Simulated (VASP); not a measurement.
# Ni in VASP: single point with LDA

Aim: the single point of Ni with LDA.

All numbers are computed with VASP 6.6.1; they aren't measurements. Logs are shortened: lines on timing, memory, paths and dates and some standing lists are left out, and cuts for length are marked.

### Step 1. The cell of the first run

The cell holds a slab with vacuum, 9 atoms: a = 2.420 Å, b = 2.420 Å, c = 29.691 Å, α = 90.00°, β = 90.00°, γ = 90.00°.

### Step 2. Single point, LDA, collinear spin, ferromagnetic start

Input file INCAR:

```
  PREC = Accurate
  ENCUT = 520
  EDIFF = 1E-6
  ISMEAR = 1
  SIGMA = 0.1
  LREAL = False
  LASPH = True
  NELM = 200
  ALGO = Normal
  ISIF = 2
  LWAVE = False
  LCHARG = True
  ISPIN = 2
  MAGMOM = 0.8 0.8 0.8 0.8 0.8 0.8 0.8 0.8 0.8
  LORBIT = 11
  LMAXMIX = 4
  LDIPOL = True
  IDIPOL = 3
  DIPOL = 0.5 0.5 0.500
  LELF = True
  LVHAR = True
  LVACPOTAV = True
  NBANDS = 59
  GGA_COMPAT = False
  NELMDL = -8
```

Input file KPOINTS:

```
Automatic mesh
0
Gamma
  13 13 1
```

Input file POSCAR:

```
Ni
1.0
    2.4202341040      0.0000000000      0.0000000000
    0.0000000000      2.4202341040      0.0000000000
    0.0000000000      0.0000000000     29.6909115780
Ni
9
Direct
    0.0000000000      0.0000000000      0.2710681835
    0.5000000000      0.5000000000      0.3266412350
    0.0000000000      0.0000000000      0.3846654690
    0.5000000000      0.5000000000      0.4424022105
    0.0000000000      0.0000000000      0.5000000211
    0.5000000000      0.5000000000      0.5575978260
    0.0000000000      0.0000000000      0.6153345370
    0.5000000000      0.5000000000      0.6733587389
    0.0000000000      0.0000000000      0.7289317789
```

Potentials or basis: VASP PAW LDA potentials, release 64 (Ni).

Command:

```bash
$ cat potpaw_LDA.64/Ni/POTCAR > POTCAR
$ mpirun -np 1 vasp_std > vasp.out
```

OUTCAR:

```text
PREC = Accurate
   ENCUT = 520
   EDIFF = 1E-6
   ISMEAR = 1
   LREAL = False
   LASPH = True
   NELM = 200
   ISIF = 2
   ISPIN = 2
   LORBIT = 11
   NELMDL = -8

 ion  position               nearest neighbor table
   1  0.000  0.000  0.271-   2 2.38   2 2.38   2 2.38   2 2.38
   2  0.500  0.500  0.327-   1 2.38   1 2.38   1 2.38   1 2.38   3 2.43   3 2.43   3 2.43   3 2.43

   3  0.000  0.000  0.385-   4 2.42   4 2.42   4 2.42   4 2.42   2 2.43   2 2.43   2 2.43   2 2.43

   4  0.500  0.500  0.442-   5 2.42   5 2.42   5 2.42   5 2.42   3 2.42   3 2.42   3 2.42   3 2.42
[... 5 lines left out ...]
   7  0.000  0.000  0.615-   6 2.42   6 2.42   6 2.42   6 2.42   8 2.43   8 2.43   8 2.43   8 2.43

   8  0.500  0.500  0.673-   9 2.38   9 2.38   9 2.38   9 2.38   7 2.43   7 2.43   7 2.43   7 2.43

   9  0.000  0.000  0.729-   8 2.38   8 2.38   8 2.38   8 2.38

  LATTYP: Found a simple tetragonal cell.
 ALAT       =     2.4202341040
 C/A-ratio  =    12.2677849754

  Lattice vectors:

 A1 = (   2.4202341040,   0.0000000000,   0.0000000000)
 A2 = (   0.0000000000,   2.4202341040,   0.0000000000)
 A3 = (   0.0000000000,   0.0000000000,  29.6909115780)

Analysis of symmetry for initial positions (statically):
=====================================================================
 Subroutine PRICEL returns:
 Original cell was already a primitive cell.

 Routine SETGRP: Setting up the symmetry group for a
 simple tetragonal supercell.

 Subroutine GETGRP returns: Found 16 space group operations
 (whereof 16 operations were pure point group operations)
 out of a pool of 16 trial point group operations.

The static configuration has the point symmetry D_4h.

Analysis of symmetry for dynamics (positions and initial velocities):
=====================================================================
 Subroutine PRICEL returns:
 Original cell was already a primitive cell.

 Routine SETGRP: Setting up the symmetry group for a
 simple tetragonal supercell.

 Subroutine GETGRP returns: Found 16 space group operations
 (whereof 16 operations were pure point group operations)
 out of a pool of 16 trial point group operations.

The dynamic configuration has the point symmetry D_4h.

Analysis of structural, dynamic, and magnetic symmetry:
=====================================================================
 Subroutine PRICEL returns:
 Original cell was already a primitive cell.

 Routine SETGRP: Setting up the symmetry group for a
 simple tetragonal supercell.

 Subroutine GETGRP returns: Found 16 space group operations
 (whereof 16 operations were pure point group operations)
 out of a pool of 16 trial point group operations.

The overall configuration has the point symmetry D_4h.

 Subroutine INISYM returns: Found 16 space group operations
 (whereof 16 operations are pure point group operations),
 and found     1 'primitive' translations

----------------------------------------------------------------------------------------

                                     Primitive cell

  volume of cell :     173.9155

  direct lattice vectors                    reciprocal lattice vectors
     2.420234104  0.000000000  0.000000000     0.413183170  0.000000000  0.000000000
     0.000000000  2.420234104  0.000000000     0.000000000  0.413183170  0.000000000
     0.000000000  0.000000000 29.690911578     0.000000000  0.000000000  0.033680340

  length of vectors
     2.420234104  2.420234104 29.690911578     0.413183170  0.413183170  0.033680340

  position of ions in fractional coordinates (direct lattice)
     0.000000000  0.000000000  0.271068183
     0.500000000  0.500000000  0.326641235
     0.000000000  0.000000000  0.384665469
     0.500000000  0.500000000  0.442402210
     0.000000000  0.000000000  0.500000021
     0.500000000  0.500000000  0.557597826
     0.000000000  0.000000000  0.615334537
     0.500000000  0.500000000  0.673358739
     0.000000000  0.000000000  0.728931779

  ion indices of the primitive-cell ions
   primitive index   ion index
                 1           1
                 2           2
                 3           3
                 4           4
[... 69 lines left out ...]
   ISTART =      0    job   : 0-new  1-cont  2-samecut
   ICHARG =      2    charge: 1-file 2-atom 10-const
   ISPIN  =      2    spin polarized calculation?
   LNONCOLLINEAR =      F non collinear calculations
   LSORBIT =      F    spin-orbit coupling
   LASPH  =      T    aspherical Exc in radial PAW
   ENCUT  =  520.0 eV  38.22 Ry    6.18 a.u.   4.50  4.50 55.21*2*pi/ulx,y,z
   NELM   =    200;   NELMIN=  2; NELMDL= -8     # of ELM steps
   EDIFF  = 0.1E-05   stopping-criterion for ELM
   LREAL  =      F    real-space projection
   EDIFFG = 0.1E-04   stopping-criterion for IOM
   NSW    =      0    number of steps for IOM
   IBRION =     -1    ionic relax: 0-MD 1-quasi-New 2-CG
   NFREE  =      0    steps in history (QN), initial steepest desc. (CG)
   ISIF   =      2    stress and relaxation
   ISYM   =      2    0-nonsym 1-usesym 2-fastsym
   POTIM  = 0.5000    time-step for ionic-motion
   TEBEG  =    0.0;   TEEND  =   0.0 temperature during run
   PSTRESS=    0.0 pullay stress
   NELECT =      90.0000    total number of electrons
   NUPDOWN=      -1.0000    fix difference up-down
   EMIN   =  10.00;   EMAX   =-10.00  energy-range for DOS
   EFERMI =   0.00;   METHOD = LEGACY
   ISMEAR =     1;   SIGMA  =   0.10  broadening in eV -4-tet -1-fermi 0-gaus
   EFERMI_NEDOS =   21; number of points for ismear=-14 and -15
   IALGO  =     38    algorithm
   IMIX   =      4    mixing-type and parameters
     AMIX     =   0.40;   BMIX     =  1.00
     AMIX_MAG =   1.60;   BMIX_MAG =  1.00
  volume/ion in A,a.u.               =      19.32       130.40
  Fermi-wavevector in a.u.,A,eV,Ry     =   1.314346  2.483753 23.504123  1.727504
  Thomas-Fermi vector in A             =   2.444605
   LORBIT       =     11    0 simple, 1 ext, 2 COOP (PROOUT), +10 PAW based schemes
   GGA     = CA    functional components
   LHFCALC =     F    Hartree Fock is set to
   AEXX    =    0.0000 exact exchange contribution
   IVDW    =     0    specifies the selected vdW correction
   LEPSILON=     F    determine dielectric tensor
   LRPA    =     F    only Hartree local field effects (RPA)
 spin polarized calculation
 Methfessel and Paxton  Order N= 1 SIGMA  =   0.10
  energy-cutoff  :      520.00
  volume of cell :      173.92
 maximum number of plane-waves:      4771
 NGX is ok and might be reduce to    18
   NGX =  9   NGY =  9   NGZ =111

 dipolmoment           0.000000      0.000000      0.000000 electrons x Angstroem

 number of electron      89.9999966 magnetization       5.7351470

 dipolmoment           0.000000      0.000000     -0.000000 electrons x Angstroem

 Free energy of the ion-electron system (eV)
  ---------------------------------------------------
  ext. energy  EPLUGINS =         0.00000000
  ---------------------------------------------------
  free energy    TOTEN  =       -57.12690767 eV

  energy without entropy =      -57.12375056  energy(sigma->0) =      -57.12585530

 E-fermi :   2.7988     XC(G=0):  -8.0109

 val. band max:        2.7982998646   @ k =   0.2308   0.2308   0.0000
 cond. band min:       2.7995479431   @ k =   0.3846   0.3846   0.0000
 fundamental gap:      0.0012480785
 Fermi energy:         2.7987909339

 spin component 1

 k-point     1 :       0.0000    0.0000    0.0000
  band No.  band energies     occupation
      1      -6.6212      1.00000
      2      -6.1840      1.00000
      3      -5.4771      1.00000
      4      -4.5301      1.00000
      5      -3.4942      1.00000
      6      -2.6569      1.00000
[... 1429 lines left out ...]
     56      10.0735      0.00000
     57      10.6666      0.00000

 [... further k-points ...]

 spin component 2

 k-point     1 :       0.0000    0.0000    0.0000
  band No.  band energies     occupation
      1      -6.5668      1.00000
      2      -6.1270      1.00000
      3      -5.4159      1.00000
      4      -4.4598      1.00000
      5      -3.3946      1.00000
      6      -2.4808      1.00000
[... 1429 lines left out ...]
     56      10.2758      0.00000
     57      10.9239      0.00000

 [... further k-points ...]

 [bands above 57 left out]

------------------------ aborting loop because EDIFF is reached ----------------------------------------

  FORCE on cell =-STRESS in cart. coord.  units (eV):
  Direction    XX          YY          ZZ          XY          YZ          ZX
  --------------------------------------------------------------------------------------
  -------------------------------------------------------------------------------------
  Total       -1.8370351     -1.8370351     -0.1302452      0.0000000     -0.0000000     -0.0000000
  in kB      -16.9234834    -16.9234834     -1.1998691      0.0000000     -0.0000000     -0.0000000
  external PRESSURE =     -11.6822786 kB  Pullay stress =       0.0000000 kB

 VOLUME and BASIS-vectors are now :
 -----------------------------------------------------------------------------
  energy-cutoff  :      520.00
  volume of cell :      173.92
      direct lattice vectors                 reciprocal lattice vectors
     2.420234104  0.000000000  0.000000000     0.413183170  0.000000000  0.000000000
     0.000000000  2.420234104  0.000000000     0.000000000  0.413183170  0.000000000
     0.000000000  0.000000000 29.690911578     0.000000000  0.000000000  0.033680340

 POSITION                                       TOTAL-FORCE (eV/Angst)
 -----------------------------------------------------------------------------------
      0.00000      0.00000      8.04826         0.000000      0.000000     -0.003927
      1.21012      1.21012      9.69828         0.000000      0.000000      0.017189
      0.00000      0.00000     11.42107         0.000000      0.000000      0.000187
      1.21012      1.21012     13.13532         0.000000      0.000000     -0.003235
      0.00000      0.00000     14.84546         0.000000      0.000000      0.000000
      1.21012      1.21012     16.55559         0.000000      0.000000      0.003235
      0.00000      0.00000     18.26984         0.000000      0.000000     -0.000187
      1.21012      1.21012     19.99263        -0.000000     -0.000000     -0.017189
      0.00000      0.00000     21.64265         0.000000      0.000000      0.003927
 -----------------------------------------------------------------------------------
    total drift:                                0.000000      0.000000     -0.000048

  FREE ENERGIE OF THE ION-ELECTRON SYSTEM (eV)
  ---------------------------------------------------
  free  energy   TOTEN  =       -57.1269076682 eV

  energy  without entropy=      -57.1237505617  energy(sigma->0) =      -57.12585530

 vacuum level on the upper side and lower side of the slab         8.128         8.128

 total charge

# of ion       s       p       d       tot
------------------------------------------
    1        0.511   0.407   8.361   9.279
    2        0.540   0.588   8.369   9.497
    3        0.534   0.571   8.364   9.469
    4        0.536   0.573   8.367   9.476
    5        0.536   0.575   8.365   9.477
    6        0.536   0.573   8.367   9.476
    7        0.534   0.571   8.364   9.469
    8        0.540   0.588   8.369   9.497
    9        0.511   0.407   8.361   9.279
--------------------------------------------------
tot          4.778   4.854  75.289  84.920

 magnetization (x)

# of ion       s       p       d       tot
------------------------------------------
    1       -0.001  -0.012   0.722   0.710
    2       -0.005  -0.018   0.653   0.631
    3       -0.004  -0.017   0.642   0.621
    4       -0.004  -0.017   0.621   0.600
    5       -0.004  -0.016   0.631   0.611
    6       -0.004  -0.017   0.621   0.600
    7       -0.004  -0.017   0.642   0.621
    8       -0.005  -0.018   0.653   0.631
    9       -0.001  -0.012   0.722   0.710
--------------------------------------------------
tot         -0.031  -0.142   5.909   5.735
```

Run time: 48 min. Hardware: 1 thread of Intel Xeon 8259CL, shared host; peak memory 0.48 GiB.

Results:

```
Free energy                                           : -57.1269 eV
Largest force                                         : 0.017 eV/Å
Net moment                                            : 5.74 μB per cell
Site moments                                          : Ni +0.71, +0.63, +0.62, +0.60, +0.61 (each value once) μB
Valence electrons inside the program's atomic spheres : Ni 9.28, 9.50, 9.47, 9.48 (each value once)
```

Forces in eV/Å, atoms in the order of the input:
```
Ni   0.000  0.000 -0.004
Ni   0.000  0.000  0.017
Ni   0.000  0.000  0.000
Ni   0.000  0.000 -0.003
Ni   0.000  0.000  0.000
Ni   0.000  0.000  0.003
Ni   0.000  0.000  0.000
Ni   0.000  0.000 -0.017
Ni   0.000  0.000  0.004
```
